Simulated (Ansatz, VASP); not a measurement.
Ta6F: VASP beside Ansatz

INCAR

```
SYSTEM = Ta6F
PREC = Accurate
ENCUT = 520
EDIFF = 1E-6
ISMEAR = 0
SIGMA = 0.1
LREAL = .False.
LASPH = .True.
NELM = 150
ALGO = Fast
ISIF = 2
LWAVE = .False.
LCHARG = .True.
ISPIN = 2
MAGMOM = 0 0 0 0 0 0 1
LORBIT = 11
LMAXMIX = 4
LDIPOL = .True.
IDIPOL = 3
DIPOL = 0.5 0.5 0.323
LELF = .True.
LVHAR = .True.
LVACPOTAV = .True.
NBANDS = 50
```

File KPOINTS:

```
regular mesh
0
Gamma
  6 6 1
  0 0 0
```

Contents of POSCAR:

```
Ta6F
1.0
    4.6002247516      0.0000000000      0.0000000000
   -2.3001123758      3.9839114980      0.0000000000
    0.0000000000      0.0000000000     21.4017722141
Ta F
6 1
Direct
    0.6666666667      0.3333333333      0.1869004099
    0.3333333333      0.6666666667      0.2307760729
    0.0000000000      0.0000000000      0.2746517360
    0.6666666667      0.3333333333      0.3157775353
    0.3333333333      0.6666666667      0.3543568624
    0.0000000000      0.0000000000      0.3925736677
    0.7777777778     -0.7777777778      0.5061156668
```

Input for Ansatz:

```yaml
crystal:
  lattice:
    - [4.6002247516, 0.0, 0.0]
    - [-2.3001123758, 3.983911498, 0.0]
    - [0.0, 0.0, 21.4017722141]
  atoms:
    - { symbol: Ta, position: [0.6666666667, 0.3333333333, 0.1869004099] }
    - { symbol: Ta, position: [0.3333333333, 0.6666666667, 0.2307760729] }
    - { symbol: Ta, position: [0.0, 0.0, 0.274651736] }
    - { symbol: Ta, position: [0.6666666667, 0.3333333333, 0.3157775353] }
    - { symbol: Ta, position: [0.3333333333, 0.6666666667, 0.3543568624] }
    - { symbol: Ta, position: [0.0, 0.0, 0.3925736677] }
    - { symbol: F, position: [0.7777777778, -0.7777777778, 0.5061156668], spin: 1.0 }
basis:
  ecutwfc: 420
kpoints:
  mp_grid: { grid: [6, 6, 1] }
hamiltonian:
  xc: lda
  pseudopotentials: { kind: paw, azcp: { folder: soft_1 } }
scf:
  occupations: { method: gaussian, width: 0.1 }
output:
  forces: true
  eigenvalues: true
  populations: true
  write_density: true
  write_potential: true
  elf: true
  volumetric_format: npy
magnetization:
  spin_polarized: true
efield:
  axis: 3
  dipole_correction: true
  ramp_width: 0.04
```

Alike in both runs: task single point; functional LDA; k mesh 6 × 6 × 1; occupations gaussian, width 0.1 eV; collinear spin.

|  | VASP | Ansatz |
| --- | --- | --- |
| version | VASP 6.6.1 | Ansatz 0.2.0 |
| potentials or method | VASP PAW LDA potentials, release 64 (Ta_pv, F), cutoff 520 eV | scalar-relativistic, plane waves, PAW |
| valence electrons in the cell | 73 | 85 |

|  | VASP | Ansatz | Ansatz less VASP |
| --- | --- | --- | --- |
| gap on the k mesh at the Fermi level (eV) | none | none | - |
| rms of the force components (eV/Å) | 1.142 | 1.133 | -0.0093 |
| net moment per atom (μB) | 0.00 | 0.00 | 0.000 |
| work function, face that differs most (eV) | 9.76 | 9.76 | -0.004 |

Ansatz warns that its potentials were made for another functional, while VASP's fit it. LDA's correlation is that of Perdew and Zunger in VASP and of Perdew and Wang (1992) in Ansatz. Atom by atom the forces differ by 0.025 eV/Å (rms over components). A gap of «none» marks a metal or a gap that the smearing closes. VASP's potentials hold 73 valence electrons a cell and Ansatz's 85, so a difference there can come from the potentials and not from the codes. Ansatz's warnings: seeded moment not kept, xc potential rough in thin density.

Spin-orbit coupling is off throughout.
